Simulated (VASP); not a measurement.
Write the native input for VASP 6.6.1 that does the following.

```
Task                   : single point
Functional             : PBEsol
Dispersion             : D3(BJ)
Potentials or basis    : VASP PAW PBE potentials, release 64 (Mg, B)
Cutoff                 : 520 eV
k mesh                 : 10 × 10 × 8
Occupations            : fermi-dirac, width 0.05 eV
Spin                   : no spin polarisation
Dipole correction      : no
Further INCAR settings : ALGO = Normal; EDIFF = 1e-07; NBANDS = 11
```

The structure of MgB2 lies in POSCAR:

```
MgB2
1.0
    3.1455055572      0.0000000000      0.0000000000
   -1.5727527786      2.7240877203      0.0000000000
    0.0000000000      0.0000000000      3.5920959734
Mg B
1 2
Direct
    0.0000000000      0.0000000000      0.0000000000
    0.6666666667      0.3333333333      0.5000000000
    0.3333333333      0.6666666667      0.5000000000
```

One way to write it, as run:

INCAR

```
SYSTEM = MgB2
PREC = Accurate
ENCUT = 520
EDIFF = 1E-7
ISMEAR = -1
SIGMA = 0.05
LREAL = .FALSE.
LASPH = .TRUE.
NELM = 100
ALGO = Normal
ISIF = 2
LWAVE = .FALSE.
LCHARG = .FALSE.
GGA = PS
IVDW = 12
NBANDS = 11
```

KPOINTS

```
regular mesh
0
G
  10 10 8
  0 0 0
```

Potentials or basis: VASP PAW PBE potentials, release 64 (Mg, B).

The run is started by

```bash
$ cat potpaw_PBE.64/Mg/POTCAR potpaw_PBE.64/B/POTCAR > POTCAR
$ mpirun -np 1 vasp_std > vasp.out
```

Results of the run:

```json
{
  "Pressure": "-14.2 GPa",
  "Band gap on the k mesh": "zero (band 4 reaches 5.91 eV, above the bottom of band 5 at 3.52 eV)",
  "Dispersion energy per atom": "-0.221 eV"
}
```

Caveat: the PAW data sets were made with another functional, which shifts forces and pressure a little; pairwise dispersion overbinds metals, which lowers pressure and volume.

Wall time 11 s on 1 thread of AMD EPYC 9R45 96-Core Processor (Zen 5) (shared host), peak memory 0.14 GiB.
